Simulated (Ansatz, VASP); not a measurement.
# Lu2Ir2O7: VASP beside Ansatz

Contents of INCAR:

```
SYSTEM = Lu2Ir2O7
PREC     = Accurate       ! precision mode
ENCUT    = 520            ! plane-wave cutoff, eV
EDIFF    = 1E-6           ! SCF threshold, eV
ISMEAR   = 0              ! smearing method
SIGMA    = 0.05           ! smearing width, eV
LREAL    = Auto         
LASPH    = .True.         ! aspherical terms in the spheres
NELM     = 80             ! most SCF steps
ALGO     = Normal         ! electronic algorithm
ISIF     = 2              ! what is computed and relaxed
LWAVE    = .False.        ! write WAVECAR
LCHARG   = .False.        ! write CHGCAR
GGA      = PE             ! functional
NBANDS   = 127            ! bands
```

The input KPOINTS:

```
Automatic mesh
0
Gamma
  4 4 4
  0 0 0
```

File POSCAR:

```
Lu2Ir2O7
1.0
    0.0000000000      5.0734895547      5.0734895547
    5.0734895547      0.0000000000      5.0734895547
    5.0734895547      5.0734895547      0.0000000000
Lu Ir O
4 4 14
Direct
    0.1250000000      0.6250000000      0.6250000000
    0.6250000000      0.1250000000      0.6250000000
    0.6250000000      0.6250000000      0.1250000000
    0.6250000000      0.6250000000      0.6250000000
    0.6250000000      0.1250000000      0.1250000000
    0.1250000000      0.6250000000      0.1250000000
    0.1250000000      0.1250000000      0.6250000000
    0.1250000000      0.1250000000      0.1250000000
    0.2140984444      0.2140984444      0.7859015556
    0.7859015556      0.7859015556      0.2140984444
    0.2140984444      0.7859015556      0.2140984444
    0.7859015556      0.2140984444      0.7859015556
    0.7859015556      0.2140984444      0.2140984444
    0.2140984444      0.7859015556      0.7859015556
    0.0359015556      0.0359015556      0.4640984444
    0.4640984444      0.4640984444      0.0359015556
    0.0359015556      0.4640984444      0.0359015556
    0.4640984444      0.0359015556      0.4640984444
    0.4640984444      0.0359015556      0.0359015556
    0.0359015556      0.4640984444      0.4640984444
    0.7500000000      0.7500000000      0.7500000000
    0.5000000000      0.5000000000      0.5000000000
```

Input for Ansatz:

```yaml
crystal:
  lattice:
    - [0.0, 5.0734895547, 5.0734895547]
    - [5.0734895547, 0.0, 5.0734895547]
    - [5.0734895547, 5.0734895547, 0.0]
  atoms:
    - { symbol: Lu, position: [0.125, 0.625, 0.625] }
    - { symbol: Lu, position: [0.625, 0.125, 0.625] }
    - { symbol: Lu, position: [0.625, 0.625, 0.125] }
    - { symbol: Lu, position: [0.625, 0.625, 0.625] }
    - { symbol: Ir, position: [0.625, 0.125, 0.125] }
    - { symbol: Ir, position: [0.125, 0.625, 0.125] }
    - { symbol: Ir, position: [0.125, 0.125, 0.625] }
    - { symbol: Ir, position: [0.125, 0.125, 0.125] }
    - { symbol: O, position: [0.2140984444, 0.2140984444, 0.7859015556] }
    - { symbol: O, position: [0.7859015556, 0.7859015556, 0.2140984444] }
    - { symbol: O, position: [0.2140984444, 0.7859015556, 0.2140984444] }
    - { symbol: O, position: [0.7859015556, 0.2140984444, 0.7859015556] }
    - { symbol: O, position: [0.7859015556, 0.2140984444, 0.2140984444] }
    - { symbol: O, position: [0.2140984444, 0.7859015556, 0.7859015556] }
    - { symbol: O, position: [0.0359015556, 0.0359015556, 0.4640984444] }
    - { symbol: O, position: [0.4640984444, 0.4640984444, 0.0359015556] }
    - { symbol: O, position: [0.0359015556, 0.4640984444, 0.0359015556] }
    - { symbol: O, position: [0.4640984444, 0.0359015556, 0.4640984444] }
    - { symbol: O, position: [0.4640984444, 0.0359015556, 0.0359015556] }
    - { symbol: O, position: [0.0359015556, 0.4640984444, 0.4640984444] }
    - { symbol: O, position: [0.75, 0.75, 0.75] }
    - { symbol: O, position: [0.5, 0.5, 0.5] }
basis:
  ecutwfc: 420
  ecutrho_ratio: 4
kpoints:
  mp_grid: { grid: [4, 4, 4] }
hamiltonian:
  xc: pbe
scf:
  occupations: { method: gaussian, width: 0.05 }
output:
  forces: true
  stress: true
  eigenvalues: true
```

Alike in both runs: task single point; functional PBE; k mesh 4 × 4 × 4; occupations gaussian, width 0.05 eV; no spin polarisation.

```csv
,VASP,Ansatz
version,VASP 6.6.1,Ansatz 0.2.0
potentials or method,"VASP PAW PBE potentials, release 64 (Lu, Ir, O), cutoff 520 eV","scalar-relativistic, plane waves, PAW"
valence electrons in the cell,220,252
```

|  | VASP | Ansatz | Ansatz less VASP |
| --- | --- | --- | --- |
| gap on the k mesh at the Fermi level (eV) | none | none | - |
| pressure (GPa) | 1.6 | -0.1 | -1.70 |
| rms of the force components (eV/Å) | 0.023 | 0.009 | -0.0140 |

Atom by atom the forces differ by 0.032 eV/Å (rms over components). A gap of «none» marks a metal or a gap that the smearing closes. VASP's potentials hold 220 valence electrons a cell and Ansatz's 252, so a difference there can come from the potentials and not from the codes.

Neither program's run includes spin-orbit coupling.
